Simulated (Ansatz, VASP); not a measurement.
MgFeC4N4: VASP beside Ansatz

```
Mg Fe C N
1.0
     6.11657    0.00000    0.00000
     0.00000    6.11657    0.00000
     0.00000    0.00000    6.11657
Mg Fe C N
1 1 4 4
Direct
  0.00000 0.00000 0.00000
  0.50000 0.50000 0.50000
  0.20505 0.20505 0.20505
  0.20505 0.79495 0.79495
  0.79495 0.20505 0.79495
  0.79495 0.79495 0.20505
  0.31533 0.31533 0.31533
  0.31533 0.68467 0.68467
  0.68467 0.31533 0.68467
  0.68467 0.68467 0.31533
```

Alike in both runs: functional PBE; k mesh 4 × 4 × 4; occupations gaussian, width 0.1 eV; collinear spin.

Ansatz relaxed the structure, and its values are those at the end. VASP's run is a single point on that final structure, the one shown.

|  | VASP | Ansatz |
| --- | --- | --- |
| version | VASP 6.6.1 | Ansatz 0.2.0 |
| potentials or method | VASP PAW PBE potentials, release 64 (Mg, Fe, C, N), cutoff 520 eV | scalar-relativistic, plane waves, PAW |
| valence electrons in the cell | 46 | 62 |

```csv
,VASP,Ansatz,Ansatz less VASP
gap on the k mesh at the Fermi level (eV),none,none,-
pressure (GPa),0.7,0.3,-0.39
rms of the force components (eV/Å),0.175,0.018,-0.1575
net moment per atom (μB),0.40,0.40,0.000
size of the moment on the site where the two differ most (μB),3.44,3.10,-0.338
```

Site moments also hang on the region over which each program counts them. A gap of «none» marks a metal or a gap that the smearing closes. One of these differences is far larger than is usual between the two programs; its cause wasn't traced. With one functional, cell and mesh, what is left measures potentials, basis and numerics. VASP's potentials hold 46 valence electrons a cell and Ansatz's 62, so a difference there can come from the potentials and not from the codes.

Noted on VASP's run: the standard files for N, O and F lose accuracy on very short bonds.
